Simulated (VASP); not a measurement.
# ZnCd4SeS4 (an interface model) in VASP: single point with PBEsol

Aim: the single point of ZnCd4SeS4 (an interface model) with PBEsol.

All numbers are computed with VASP 6.6.1; they aren't measurements. Logs are shortened: lines on timing, memory, paths and dates and some standing lists are left out, and cuts for length are marked.

## (1) The cell of the first run

The cell holds layers of an interface, 20 atoms: a = 4.119 Å, b = 4.119 Å, c = 28.680 Å, α = 90.00°, β = 90.00°, γ = 90.00°.

## (2) Single point, PBEsol

Input file INCAR:

```
SYSTEM = ZnCd4SeS4
  PREC = Accurate
  ENCUT = 400
  EDIFF = 1E-6
  ISMEAR = -1
  SIGMA = 0.05
  LREAL = .FALSE.
  LASPH = .TRUE.
  NELM = 120
  ALGO = Normal
  ISIF = 2
  LWAVE = .FALSE.
  LCHARG = .FALSE.
  GGA = PS
  NBANDS = 106
  GGA_COMPAT = .FALSE.
```

Input file KPOINTS:

```
Automatic mesh
0
G
  6 6 1
  0 0 0
```

Input file POSCAR:

```
ZnCd4SeS4
1.0
    2.9122460000      2.9122460000      0.0000000000
   -2.9122460000      2.9122460000      0.0000000000
    0.0000000000      0.0000000000     28.6802937242
Cd Zn S Se
8 2 8 2
Direct
    0.0000000000      0.0000000000      0.0002580000
    0.0000000000      0.0000000000      0.2034670000
    0.0000000000      0.0000000000      0.4065250000
    0.0000000000      0.0000000000      0.6095650000
    0.5000000000      0.5000000000      0.1019440000
    0.5000000000      0.5000000000      0.3049960000
    0.5000000000      0.5000000000      0.5080490000
    0.5000000000      0.5000000000      0.7110830000
    0.0000000000      0.0000000000      0.8034320000
    0.5000000000      0.5000000000      0.8972690000
    0.5000000000      0.0000000000      0.0510860000
    0.5000000000      0.0000000000      0.2542090000
    0.5000000000      0.0000000000      0.4572690000
    0.5000000000      0.0000000000      0.6603060000
    0.0000000000      0.5000000000      0.1526780000
    0.0000000000      0.5000000000      0.3557410000
    0.0000000000      0.5000000000      0.5587920000
    0.0000000000      0.5000000000      0.7620780000
    0.5000000000      0.0000000000      0.8502730000
    0.0000000000      0.5000000000      0.9439250000
```

Potentials or basis: VASP PAW PBE potentials, release 64 (Cd, Zn, S, Se).

On the command line:

```
$ cat potpaw_PBE.64/Cd/POTCAR potpaw_PBE.64/Zn/POTCAR potpaw_PBE.64/S/POTCAR potpaw_PBE.64/Se/POTCAR > POTCAR
$ mpirun -np 1 vasp_std > vasp.out
```

OUTCAR:

```text
SYSTEM = ZnCd4SeS4
   PREC = Accurate
   ENCUT = 400
   EDIFF = 1E-6
   ISMEAR = -1
   LREAL = .FALSE.
   LASPH = .TRUE.
   NELM = 120
   ISIF = 2
   GGA = PS

 ion  position               nearest neighbor table
   1  0.000  0.000  0.000-  11 2.52  11 2.52  20 2.62  20 2.62
   2  0.000  0.000  0.203-  12 2.52  12 2.52  15 2.52  15 2.52
   3  0.000  0.000  0.407-  13 2.52  13 2.52  16 2.52  16 2.52
   4  0.000  0.000  0.610-  14 2.52  14 2.52  17 2.52  17 2.52
   5  0.500  0.500  0.102-  15 2.52  15 2.52  11 2.52  11 2.52
   6  0.500  0.500  0.305-  16 2.52  16 2.52  12 2.52  12 2.52
[... 12 lines left out ...]
  19  0.500  0.000  0.850-   9 2.46   9 2.46  10 2.46  10 2.46
  20  0.000  0.500  0.944-  10 2.46  10 2.46   1 2.62   1 2.62

  LATTYP: Found a simple tetragonal cell.
 ALAT       =     4.1185377902
 C/A-ratio  =     6.9637077976

  Lattice vectors:

 A1 = (   2.9122460000,   2.9122460000,   0.0000000000)
 A2 = (  -2.9122460000,   2.9122460000,   0.0000000000)
 A3 = (   0.0000000000,   0.0000000000,  28.6802937242)

Analysis of symmetry for initial positions (statically):
=====================================================================
 Subroutine PRICEL returns:
 Original cell was already a primitive cell.

 Routine SETGRP: Setting up the symmetry group for a
 simple tetragonal supercell.

 Subroutine GETGRP returns: Found  4 space group operations
 (whereof  4 operations were pure point group operations)
 out of a pool of 16 trial point group operations.

The static configuration has the point symmetry C_2v.

Analysis of symmetry for dynamics (positions and initial velocities):
=====================================================================
 Subroutine PRICEL returns:
 Original cell was already a primitive cell.

 Routine SETGRP: Setting up the symmetry group for a
 simple tetragonal supercell.

 Subroutine GETGRP returns: Found  4 space group operations
 (whereof  4 operations were pure point group operations)
 out of a pool of 16 trial point group operations.

The dynamic configuration has the point symmetry C_2v.

 Subroutine INISYM returns: Found  4 space group operations
 (whereof  4 operations are pure point group operations),
 and found     1 'primitive' translations

----------------------------------------------------------------------------------------

                                     Primitive cell

  volume of cell :     486.4853

  direct lattice vectors                    reciprocal lattice vectors
     2.912246000  2.912246000  0.000000000     0.171688793  0.171688793  0.000000000
    -2.912246000  2.912246000  0.000000000    -0.171688793  0.171688793  0.000000000
     0.000000000  0.000000000 28.680293724     0.000000000  0.000000000  0.034867146

  length of vectors
     4.118537790  4.118537790 28.680293724     0.242804619  0.242804619  0.034867146

  position of ions in fractional coordinates (direct lattice)
     0.000000000  0.000000000  0.000258000
     0.000000000  0.000000000  0.203467000
     0.000000000  0.000000000  0.406525000
     0.000000000  0.000000000  0.609565000
     0.500000000  0.500000000  0.101944000
     0.500000000  0.500000000  0.304996000
[... 12 lines left out ...]
     0.500000000  0.000000000  0.850273000
     0.000000000  0.500000000  0.943925000

  ion indices of the primitive-cell ions
   primitive index   ion index
                 1           1
                 2           2
                 3           3
                 4           4
                 5           5
                 6           6
[... 12 lines left out ...]
                19          19
                20          20

----------------------------------------------------------------------------------------

 KPOINTS: Automatic mesh

Automatic generation of k-mesh.
 Grid dimensions read from file:
 generate k-points for:    6    6    1

 Generating k-lattice:

  Cartesian coordinates                     Fractional coordinates (reciprocal lattice)
     0.028614799  0.028614799  0.000000000     0.166666667  0.000000000  0.000000000
    -0.028614799  0.028614799  0.000000000     0.000000000  0.166666667  0.000000000
     0.000000000  0.000000000  0.034867146     0.000000000  0.000000000  1.000000000

  Length of vectors
     0.040467437  0.040467437  0.034867146

  Shift w.r.t. Gamma in fractional coordinates (k-lattice)
     0.000000000  0.000000000  0.000000000

 Subroutine IBZKPT returns following result:
 ===========================================

 Found     16 irreducible k-points:

 Following reciprocal coordinates:
            Coordinates               Weight
  0.000000  0.000000  0.000000      1.000000
  0.166667  0.000000  0.000000      2.000000
  0.000000  0.166667  0.000000      2.000000
  0.333333  0.000000  0.000000      2.000000
  0.000000  0.333333  0.000000      2.000000
  0.500000  0.000000  0.000000      1.000000
[... 8 lines left out ...]
 -0.333333  0.500000  0.000000      2.000000
  0.500000  0.500000  0.000000      1.000000
   k-points           NKPTS =     16   k-points in BZ     NKDIM =     16   number of bands    NBANDS=    106
   number of dos      NEDOS =    301   number of ions     NIONS =     20
   total plane-waves  NPLWV = 150528
   dimension x,y,z NGX =    28 NGY =   28 NGZ =  192
   dimension x,y,z NGXF=    56 NGYF=   56 NGZF=  384
   ions per type =               8   2   8   2
   NGX,Y,Z   is equivalent  to a cutoff of  11.30, 11.30, 11.13 a.u.
   NGXF,Y,Z  is equivalent  to a cutoff of  22.60, 22.60, 22.26 a.u.
 SYSTEM =  ZnCd4SeS4
   PREC   = accura    normal or accurate (medium, high low for compatibility)
   ISTART =      0    job   : 0-new  1-cont  2-samecut
   ICHARG =      2    charge: 1-file 2-atom 10-const
   ISPIN  =      1    spin polarized calculation?
   LNONCOLLINEAR =      F non collinear calculations
   LSORBIT =      F    spin-orbit coupling
   LASPH  =      T    aspherical Exc in radial PAW
   ENCUT  =  400.0 eV  29.40 Ry    5.42 a.u.   6.72  6.72 46.77*2*pi/ulx,y,z
   NELM   =    120;   NELMIN=  2; NELMDL= -5     # of ELM steps
   EDIFF  = 0.1E-05   stopping-criterion for ELM
   LREAL  =      F    real-space projection
   EDIFFG = 0.1E-04   stopping-criterion for IOM
   NSW    =      0    number of steps for IOM
   IBRION =     -1    ionic relax: 0-MD 1-quasi-New 2-CG
   NFREE  =      0    steps in history (QN), initial steepest desc. (CG)
   ISIF   =      2    stress and relaxation
   ISYM   =      2    0-nonsym 1-usesym 2-fastsym
   POTIM  = 0.5000    time-step for ionic-motion
   TEBEG  =    0.0;   TEEND  =   0.0 temperature during run
   PSTRESS=    0.0 pullay stress
   NELECT =     180.0000    total number of electrons
   NUPDOWN=      -1.0000    fix difference up-down
   EMIN   =  10.00;   EMAX   =-10.00  energy-range for DOS
   EFERMI =   0.00;   METHOD = LEGACY
   ISMEAR =    -1;   SIGMA  =   0.05  broadening in eV -4-tet -1-fermi 0-gaus
   EFERMI_NEDOS =   21; number of points for ismear=-14 and -15
   IALGO  =     38    algorithm
   IMIX   =      4    mixing-type and parameters
     AMIX     =   0.40;   BMIX     =  1.00
     AMIX_MAG =   1.60;   BMIX_MAG =  1.00
  volume/ion in A,a.u.               =      24.32       164.15
  Fermi-wavevector in a.u.,A,eV,Ry     =   1.175283  2.220963 18.793591  1.381290
  Thomas-Fermi vector in A             =   2.311666
   LORBIT       =      0    0 simple, 1 ext, 2 COOP (PROOUT), +10 PAW based schemes
   GGA     = PS    functional components
   LHFCALC =     F    Hartree Fock is set to
   AEXX    =    0.0000 exact exchange contribution
   IVDW    =     0    specifies the selected vdW correction
   LEPSILON=     F    determine dielectric tensor
   LRPA    =     F    only Hartree local field effects (RPA)
 non-spin polarized calculation
  energy-cutoff  :      400.00
  volume of cell :      486.49
 maximum number of plane-waves:      8900
   NGX = 13   NGY = 13   NGZ = 93

 number of electron     180.0000008 magnetization

 Free energy of the ion-electron system (eV)
  ---------------------------------------------------
  ext. energy  EPLUGINS =         0.00000000
  ---------------------------------------------------
  free energy    TOTEN  =       -67.99591040 eV

  energy without entropy =      -67.99590010  energy(sigma->0) =      -67.99590525

 E-fermi :   1.8749     XC(G=0):  -9.4227

 val. band max:        1.4089526619   @ k =   0.0000   0.0000   0.0000
 cond. band min:       2.3068493982   @ k =   0.0000   0.0000   0.0000
 fundamental gap:      0.8978967363
 Fermi energy:         1.8749386732

 k-point     1 :       0.0000    0.0000    0.0000
  band No.  band energies     occupation
      1     -11.4986      2.00000
      2     -11.1668      2.00000
      3     -11.1591      2.00000
      4     -11.0343      2.00000
      5     -11.0151      2.00000
      6     -10.8449      2.00000
[... 94 lines left out ...]
    101       5.1659      0.00000
    102       5.4824      0.00000

 k-point     2 :       0.1667    0.0000    0.0000
  band No.  band energies     occupation
      1     -11.3977      2.00000
      2     -11.0939      2.00000
      3     -11.0876      2.00000
      4     -10.9789      2.00000
      5     -10.9618      2.00000
      6     -10.8147      2.00000
[... 1459 lines left out ...]
    101       5.9405      0.00000
    102       5.9838      0.00000

 k-point    16 :       0.5000    0.5000    0.0000
  band No.  band energies     occupation
      1     -10.6391      2.00000
      2     -10.6357      2.00000
      3     -10.6159      2.00000
      4     -10.6144      2.00000
      5     -10.6113      2.00000
      6     -10.6094      2.00000
[... 94 lines left out ...]
    101       5.8365      0.00000
    102       5.8950      0.00000
 [bands above 102 left out]

------------------------ aborting loop because EDIFF is reached ----------------------------------------

  FORCE on cell =-STRESS in cart. coord.  units (eV):
  Direction    XX          YY          ZZ          XY          YZ          ZX
  --------------------------------------------------------------------------------------
  -------------------------------------------------------------------------------------
  Total       -1.4608782     -1.4608782     -0.0141452      0.2652971      0.0000000      0.0000000
  in kB       -4.8112162     -4.8112162     -0.0465855      0.8737222      0.0000000      0.0000000
  external PRESSURE =      -3.2230060 kB  Pullay stress =       0.0000000 kB

 VOLUME and BASIS-vectors are now :
 -----------------------------------------------------------------------------
  energy-cutoff  :      400.00
  volume of cell :      486.49
      direct lattice vectors                 reciprocal lattice vectors
     2.912246000  2.912246000  0.000000000     0.171688793  0.171688793  0.000000000
    -2.912246000  2.912246000  0.000000000    -0.171688793  0.171688793  0.000000000
     0.000000000  0.000000000 28.680293724     0.000000000  0.000000000  0.034867146

 POSITION                                       TOTAL-FORCE (eV/Angst)
 -----------------------------------------------------------------------------------
      0.00000      0.00000      0.00740         0.000000      0.000000     -0.006523
      0.00000      0.00000      5.83549        -0.000000     -0.000000     -0.002598
      0.00000      0.00000     11.65926         0.000000      0.000000     -0.002425
      0.00000      0.00000     17.48250        -0.000000     -0.000000     -0.002341
      0.00000      2.91225      2.92378        -0.000000     -0.000000     -0.002886
      0.00000      2.91225      8.74737        -0.000000     -0.000000     -0.002393
[... 12 lines left out ...]
      1.45612      1.45612     24.38608        -0.000000     -0.000000      0.006764
     -1.45612      1.45612     27.07205        -0.000000     -0.000000     -0.015795
 -----------------------------------------------------------------------------------
    total drift:                               -0.000000      0.000000     -0.007709

  FREE ENERGIE OF THE ION-ELECTRON SYSTEM (eV)
  ---------------------------------------------------
  free  energy   TOTEN  =       -67.9959104004 eV

  energy  without entropy=      -67.9959001012  energy(sigma->0) =      -67.99590525
```

It took 25 min on 1 thread of Intel Xeon 8259CL, shared host; peak memory 0.65 GiB.

What came out:

- Free energy: -67.9959 eV
- Pressure: -0.3 GPa
- Largest force: 0.031 eV/Å
- Band gap on the k mesh: 0.90 eV

Forces in eV/Å, atoms in the order of the input:
```
Cd   0.000  0.000 -0.007
Cd   0.000  0.000 -0.003
Cd   0.000  0.000 -0.002
Cd   0.000  0.000 -0.002
Cd   0.000  0.000 -0.003
Cd   0.000  0.000 -0.002
Cd   0.000  0.000 -0.003
Cd   0.000  0.000 -0.002
Zn   0.000  0.000 -0.010
Zn   0.000  0.000 -0.003
S    0.000  0.000  0.002
S    0.000  0.000  0.002
S    0.000  0.000  0.002
S    0.000  0.000  0.003
S    0.000  0.000  0.002
S    0.000  0.000  0.002
S    0.000  0.000  0.002
S    0.000  0.000  0.031
Se   0.000  0.000  0.007
Se   0.000  0.000 -0.016
```

Levels at points of the mesh, in eV from the valence-band top:
| k point | band 88 | band 89 | band 90 | band 91 | band 92 | band 93 |
| --- | --- | --- | --- | --- | --- | --- |
| (0.00, 0.00, 0.00) | -0.11 | -0.09 | 0.00 | 0.90 | 1.80 | 1.85 |
| (0.50, 0.00, 0.00) | -0.90 | -0.85 | -0.43 | 2.66 | 2.75 | 2.84 |
| (0.00, 0.50, 0.00) | -0.90 | -0.87 | -0.85 | 2.75 | 2.76 | 2.83 |
| (0.50, 0.50, 0.00) | -2.02 | -1.98 | -1.98 | 3.18 | 3.18 | 3.64 |

Caveat: the PAW data sets were made with another functional, which shifts forces and pressure a little.
